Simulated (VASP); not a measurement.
Wanted: the native input for a VASP 6.6.1 run.

| Property | Result |
| --- | --- |
| Task | single point |
| Functional | PBE |
| Potentials or basis | VASP PAW PBE potentials, release 64 (Si, O) |
| Cutoff | 520 eV |
| k mesh | 5 × 5 × 6 |
| Occupations | fermi-dirac, width 0.001 eV |
| Spin | no spin polarisation |
| Dipole correction | no |
| Further INCAR settings | ALGO = Normal; EDIFF = 1e-06; NBANDS = 25; ISYM = 0 |

The structure of SiO2 lies in POSCAR:

```
SiO2
1.0
   -2.3740500000      2.3740500000      3.7440000000
    2.3740500000     -2.3740500000      3.7440000000
    2.3740500000      2.3740500000     -3.7440000000
Si O
2 4
Direct
    0.0000000000      0.0000000000      0.0000000000
    0.7500000000      0.2500000000      0.5000000000
    0.9983800000      0.6250000000      0.8733800000
    0.3750000000      0.2483800000      0.3733800000
    0.7516200000      0.1250000000      0.1266200000
    0.8750000000      0.0016200000      0.6266200000
```

The input as run:

INCAR

```
SYSTEM = SiO2
PREC = Accurate
ENCUT = 520
EDIFF = 1E-6
ISMEAR = -1
SIGMA = 0.001
LREAL = .FALSE.
LASPH = .TRUE.
NELM = 80
ALGO = Normal
ISIF = 2
LWAVE = .FALSE.
LCHARG = .TRUE.
GGA = PE
LELF = .TRUE.
LVHAR = .TRUE.
NBANDS = 25
ISYM = 0
```

KPOINTS

```
Automatic mesh
0
G
  5 5 6
  0 0 0
```

Potentials or basis: VASP PAW PBE potentials, release 64 (Si, O).

The run is started by

```bash
$ cat potpaw_PBE.64/Si/POTCAR potpaw_PBE.64/O/POTCAR > POTCAR
$ mpirun -np 1 vasp_std > vasp.out
```

Results of the run:

* Pressure: 3.7 GPa
* Largest force: 0.133 eV/Å
* Band gap on the k mesh: 6.04 eV, direct

Run time: 2.8 min on 1 thread of Intel(R) Xeon(R) Platinum 8259CL CPU @ 2.50GHz (Skylake/Cascade Lake) (shared host), peak memory 0.3 GiB.
